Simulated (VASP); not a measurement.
# IrPt (Fm-3m) in VASP: single point with LDA

Aim: the single point of IrPt with LDA.

All numbers are computed with VASP 6.6.1; they aren't measurements. Logs are shortened: lines on timing, memory, paths and dates and some standing lists are left out, and cuts for length are marked.

### Step 1. The cell of the first run

The structure is cubic, space group Fm-3m (No. 225). The conventional cell has a = 4.565 Å, b = 4.565 Å, c = 4.565 Å, α = 90.00°, β = 90.00°, γ = 90.00°. Pt (site symmetry m-3m) has 6 Ir at 2.28 Å within 3.0 Å. Within 3.0 Å of Ir (site symmetry m-3m) lie 6 Pt at 2.28 Å.

### Step 2. Single point, LDA

The input, INCAR:

```
ALGO = Normal
EDIFF = 1E-6
ENCUT = 500
GGA_COMPAT = F
ISIF = 2
ISMEAR = -1
LASPH = T
LCHARG = F
LREAL = F
LWAVE = F
NBANDS = 16
NELM = 120
PREC = Accurate
SIGMA = 0.1
```

The input, KPOINTS:

```
k-points
0
Gamma
  13 13 13
```

The input, POSCAR:

```
IrPt
1.0
    0.0000000000      2.2826121700      2.2826121700
    2.2826121700      0.0000000000      2.2826121700
    2.2826121700      2.2826121700      0.0000000000
Pt Ir
1 1
Direct
    0.0000000000      0.0000000000      0.0000000000
    0.5000000000      0.5000000000      0.5000000000
```

Potentials or basis: VASP PAW LDA potentials, release 64 (Pt, Ir).

On the command line:

```
cat potpaw_LDA.64/Pt/POTCAR potpaw_LDA.64/Ir/POTCAR > POTCAR
mpirun -np 1 vasp_std > vasp.out
```

OUTCAR:

```text
EDIFF = 1E-6
   ENCUT = 500
   ISIF = 2
   ISMEAR = -1
   LASPH = T
   LREAL = F
   NELM = 120
   PREC = Accurate

 ion  position               nearest neighbor table
   1  0.000  0.000  0.000-   2 2.28   2 2.28   2 2.28   2 2.28   2 2.28   2 2.28
   2  0.500  0.500  0.500-   1 2.28   1 2.28   1 2.28   1 2.28   1 2.28   1 2.28

  LATTYP: Found a face centered cubic cell.
 ALAT       =     4.5652243400

  Lattice vectors:

 A1 = (   0.0000000000,   2.2826121700,   2.2826121700)
 A2 = (   2.2826121700,   0.0000000000,   2.2826121700)
 A3 = (   2.2826121700,   2.2826121700,   0.0000000000)

Analysis of symmetry for initial positions (statically):
=====================================================================
 Subroutine PRICEL returns:
 Original cell was already a primitive cell.

 Routine SETGRP: Setting up the symmetry group for a
 face centered cubic supercell.

 Subroutine GETGRP returns: Found 48 space group operations
 (whereof 48 operations were pure point group operations)
 out of a pool of 48 trial point group operations.

The static configuration has the point symmetry O_h .

Analysis of symmetry for dynamics (positions and initial velocities):
=====================================================================
 Subroutine PRICEL returns:
 Original cell was already a primitive cell.

 Routine SETGRP: Setting up the symmetry group for a
 face centered cubic supercell.

 Subroutine GETGRP returns: Found 48 space group operations
 (whereof 48 operations were pure point group operations)
 out of a pool of 48 trial point group operations.

The dynamic configuration has the point symmetry O_h .

 Subroutine INISYM returns: Found 48 space group operations
 (whereof 48 operations are pure point group operations),
 and found     1 'primitive' translations

----------------------------------------------------------------------------------------

                                     Primitive cell

  volume of cell :      23.7863

  direct lattice vectors                    reciprocal lattice vectors
     0.000000000  2.282612170  2.282612170    -0.219047286  0.219047286  0.219047286
     2.282612170  0.000000000  2.282612170     0.219047286 -0.219047286  0.219047286
     2.282612170  2.282612170  0.000000000     0.219047286  0.219047286 -0.219047286

  length of vectors
     3.228101088  3.228101088  3.228101088     0.379401028  0.379401028  0.379401028

  position of ions in fractional coordinates (direct lattice)
     0.000000000  0.000000000  0.000000000
     0.500000000  0.500000000  0.500000000

  ion indices of the primitive-cell ions
   primitive index   ion index
                 1           1
                 2           2

----------------------------------------------------------------------------------------

 KPOINTS: k-points

Automatic generation of k-mesh.
 Grid dimensions read from file:
 generate k-points for:   13   13   13

 Generating k-lattice:

  Cartesian coordinates                     Fractional coordinates (reciprocal lattice)
    -0.016849791  0.016849791  0.016849791     0.076923077  0.000000000  0.000000000
     0.016849791 -0.016849791  0.016849791     0.000000000  0.076923077  0.000000000
     0.016849791  0.016849791 -0.016849791     0.000000000  0.000000000  0.076923077

  Length of vectors
     0.029184694  0.029184694  0.029184694

  Shift w.r.t. Gamma in fractional coordinates (k-lattice)
     0.000000000  0.000000000  0.000000000

 Subroutine IBZKPT returns following result:
 ===========================================

 Found     84 irreducible k-points:

 Following reciprocal coordinates:
            Coordinates               Weight
  0.000000  0.000000  0.000000      1.000000
  0.076923  0.000000  0.000000      8.000000
  0.153846  0.000000  0.000000      8.000000
  0.230769  0.000000  0.000000      8.000000
  0.307692  0.000000  0.000000      8.000000
  0.384615  0.000000  0.000000      8.000000
[... 16 lines left out ...]
  0.384615  0.153846  0.000000     24.000000
  0.461538  0.153846  0.000000     24.000000
 [... further k-points ...]
   k-points           NKPTS =     84   k-points in BZ     NKDIM =     84   number of bands    NBANDS=     16
   number of dos      NEDOS =    301   number of ions     NIONS =      2
   total plane-waves  NPLWV =  13824
   dimension x,y,z NGX =    24 NGY =   24 NGZ =   24
   dimension x,y,z NGXF=    48 NGYF=   48 NGZF=   48
   ions per type =               1   1
   NGX,Y,Z   is equivalent  to a cutoff of  12.36, 12.36, 12.36 a.u.
   NGXF,Y,Z  is equivalent  to a cutoff of  24.72, 24.72, 24.72 a.u.
 SYSTEM =  unknown system
   PREC   = accura    normal or accurate (medium, high low for compatibility)
   ISTART =      0    job   : 0-new  1-cont  2-samecut
   ICHARG =      2    charge: 1-file 2-atom 10-const
   ISPIN  =      1    spin polarized calculation?
   LNONCOLLINEAR =      F non collinear calculations
   LSORBIT =      F    spin-orbit coupling
   LASPH  =      T    aspherical Exc in radial PAW
   ENCUT  =  500.0 eV  36.75 Ry    6.06 a.u.   5.89  5.89  5.89*2*pi/ulx,y,z
   NELM   =    120;   NELMIN=  2; NELMDL= -5     # of ELM steps
   EDIFF  = 0.1E-05   stopping-criterion for ELM
   LREAL  =      F    real-space projection
   EDIFFG = 0.1E-04   stopping-criterion for IOM
   NSW    =      0    number of steps for IOM
   IBRION =     -1    ionic relax: 0-MD 1-quasi-New 2-CG
   NFREE  =      0    steps in history (QN), initial steepest desc. (CG)
   ISIF   =      2    stress and relaxation
   ISYM   =      2    0-nonsym 1-usesym 2-fastsym
   POTIM  = 0.5000    time-step for ionic-motion
   TEBEG  =    0.0;   TEEND  =   0.0 temperature during run
   PSTRESS=    0.0 pullay stress
   NELECT =      19.0000    total number of electrons
   NUPDOWN=      -1.0000    fix difference up-down
   EMIN   =  10.00;   EMAX   =-10.00  energy-range for DOS
   EFERMI =   0.00;   METHOD = LEGACY
   ISMEAR =    -1;   SIGMA  =   0.10  broadening in eV -4-tet -1-fermi 0-gaus
   EFERMI_NEDOS =   21; number of points for ismear=-14 and -15
   IALGO  =     38    algorithm
   IMIX   =      4    mixing-type and parameters
     AMIX     =   0.40;   BMIX     =  1.00
     AMIX_MAG =   1.60;   BMIX_MAG =  1.00
  volume/ion in A,a.u.               =      11.89        80.26
  Fermi-wavevector in a.u.,A,eV,Ry     =   1.518975  2.870446 31.392511  2.307284
  Thomas-Fermi vector in A             =   2.628023
   LORBIT       =      0    0 simple, 1 ext, 2 COOP (PROOUT), +10 PAW based schemes
   GGA     = CA    functional components
   LHFCALC =     F    Hartree Fock is set to
   AEXX    =    0.0000 exact exchange contribution
   IVDW    =     0    specifies the selected vdW correction
   LEPSILON=     F    determine dielectric tensor
   LRPA    =     F    only Hartree local field effects (RPA)
 non-spin polarized calculation
  energy-cutoff  :      500.00
  volume of cell :       23.79
 maximum number of plane-waves:       620
   NGX = 11   NGY = 11   NGZ = 11

 number of electron      19.0000001 magnetization

 Free energy of the ion-electron system (eV)
  ---------------------------------------------------
  ext. energy  EPLUGINS =         0.00000000
  ---------------------------------------------------
  free energy    TOTEN  =       -11.85586277 eV

  energy without entropy =      -11.80924103  energy(sigma->0) =      -11.83255190

 E-fermi :  15.0214     XC(G=0): -14.9713

 val. band max:       14.9662570041   @ k =   0.2308   0.0769   0.0000
 cond. band min:      15.0348541406   @ k =  -0.1538   0.1538   0.0000
 fundamental gap:      0.0685971365
 Fermi energy:        15.0214340318

 k-point     1 :       0.0000    0.0000    0.0000
  band No.  band energies     occupation
      1       2.1907      2.00000
      2       4.9064      2.00000
      3       4.9064      2.00000
      4       5.8698      2.00000
      5       5.8698      2.00000
      6       5.8698      2.00000
[... 8 lines left out ...]
     15      29.2402      0.00000
     16      32.6065      0.00000

 k-point     2 :       0.0769    0.0000    0.0000
  band No.  band energies     occupation
      1       2.3907      2.00000
      2       5.0411      2.00000
      3       5.0411      2.00000
      4       5.8893      2.00000
      5       5.9922      2.00000
      6       5.9922      2.00000
[... 8 lines left out ...]
     15      29.7890      0.00000
     16      32.2752      0.00000

 k-point     3 :       0.1538    0.0000    0.0000
  band No.  band energies     occupation
      1       2.9768      2.00000
      2       5.4407      2.00000
      3       5.4407      2.00000
      4       5.9614      2.00000
      5       6.3547      2.00000
      6       6.3547      2.00000
[... 8 lines left out ...]
     15      31.0453      0.00000
     16      31.6698      0.00000

 k-point     4 :       0.2308    0.0000    0.0000
  band No.  band energies     occupation
      1       3.9001      2.00000
      2       6.0923      2.00000
      3       6.0923      2.00000
      4       6.1153      2.00000
      5       6.9428      2.00000
      6       6.9428      2.00000
[... 8 lines left out ...]
     15      32.3439      0.00000
     16      32.3450      0.00000
[... 324 lines left out ...]
 k-point    22 :       0.3077    0.1538    0.0000
  band No.  band energies     occupation
      1       4.3992      2.00000
      2       5.3452      2.00000
      3       5.8504      2.00000
      4       7.8658      2.00000
      5       8.0697      2.00000
      6       8.1882      2.00000
[... 8 lines left out ...]
     15      28.0315      0.00000
     16      34.0487      0.00000

 k-point    23 :       0.3846    0.1538    0.0000
  band No.  band energies     occupation
      1       5.4047      2.00000
      2       5.6386      2.00000
      3       6.5651      2.00000
      4       8.4823      2.00000
      5       9.0082      2.00000
      6       9.0980      2.00000
[... 8 lines left out ...]
     15      28.5353      0.00000
     16      33.9571      0.00000

 k-point    24 :       0.4615    0.1538    0.0000
  band No.  band energies     occupation
      1       6.0732      2.00000
      2       6.4662      2.00000
      3       7.4780      2.00000
      4       8.6171      2.00000
      5       9.5519      2.00000
      6       9.9932      2.00000
[... 8 lines left out ...]
     15      29.5440      0.00000
     16      33.5408      0.00000

 [... further k-points ...]

------------------------ aborting loop because EDIFF is reached ----------------------------------------

  FORCE on cell =-STRESS in cart. coord.  units (eV):
  Direction    XX          YY          ZZ          XY          YZ          ZX
  --------------------------------------------------------------------------------------
  -------------------------------------------------------------------------------------
  Total       29.2298799     29.2298799     29.2298799     -0.0000000      0.0000000      0.0000000
  in kB     1968.8436612   1968.8436612   1968.8436612     -0.0000000      0.0000000      0.0000000
  external PRESSURE =    1968.8436612 kB  Pullay stress =       0.0000000 kB

 VOLUME and BASIS-vectors are now :
 -----------------------------------------------------------------------------
  energy-cutoff  :      500.00
  volume of cell :       23.79
      direct lattice vectors                 reciprocal lattice vectors
     0.000000000  2.282612170  2.282612170    -0.219047286  0.219047286  0.219047286
     2.282612170  0.000000000  2.282612170     0.219047286 -0.219047286  0.219047286
     2.282612170  2.282612170  0.000000000     0.219047286  0.219047286 -0.219047286

 POSITION                                       TOTAL-FORCE (eV/Angst)
 -----------------------------------------------------------------------------------
      0.00000      0.00000      0.00000        -0.000000     -0.000000     -0.000000
      2.28261      2.28261      2.28261         0.000000      0.000000      0.000000
 -----------------------------------------------------------------------------------
    total drift:                                0.000000     -0.000000     -0.000000

  FREE ENERGIE OF THE ION-ELECTRON SYSTEM (eV)
  ---------------------------------------------------
  free  energy   TOTEN  =       -11.8558627709 eV

  energy  without entropy=      -11.8092410295  energy(sigma->0) =      -11.83255190
```

It took 27 s on 1 thread of AMD EPYC 7R43 (Zen 3), shared host; peak memory 0.12 GiB.

Results:

```
Free energy            : -11.8559 eV
Pressure               : 196.9 GPa
Band gap on the k mesh : zero (an odd number of electrons rules out a gap without spin polarisation)
```

Levels at points of the mesh, in eV from the Fermi level:
```
           k point  band 6  band 7  band 8  band 9  band 10  band 11  band 12  band 13
(0.00, 0.00, 0.00)   -9.15    1.58    1.58    1.58     5.29     5.29     7.30    14.22
```

Caveat: the cell stands under pressure; spin-orbit coupling is left out, which moves the levels of the heavy elements.
